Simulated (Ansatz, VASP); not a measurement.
## One calculation of Re, two programs

```
CELL_PARAMETERS angstrom
0.05925 2.00462 2.00462
2.00462 0.05925 2.00462
2.00462 2.00462 0.05925
ATOMIC_POSITIONS crystal
Re 0.00000 0.00000 0.00000
```

Change from the starting cell: equal xy, yz and zx shear strains of +3 %.

Alike in both runs: task single point; functional LDA; k mesh 14 × 14 × 14; occupations fermi-dirac, width 0.03 eV; no spin polarisation.

```csv
,VASP,Ansatz
version,VASP 6.6.1,Ansatz 0.2.0
potentials or method,"VASP PAW LDA potentials, release 64 (Re), cutoff 520 eV","all-electron LAPW, scalar-relativistic"
```

|  | VASP | Ansatz | Ansatz less VASP |
| --- | --- | --- | --- |
| pressure (GPa) | -22.2 | -22.8 | -0.59 |
| traceless stress, the component that is largest in VASP (GPa) | -5.16 | -5.22 | -0.057 |

LDA's correlation is that of Perdew and Zunger in VASP and of Perdew and Wang (1992) in Ansatz. Ansatz ran all-electron here, and VASP with PAW potentials.

Neither program's run includes spin-orbit coupling.
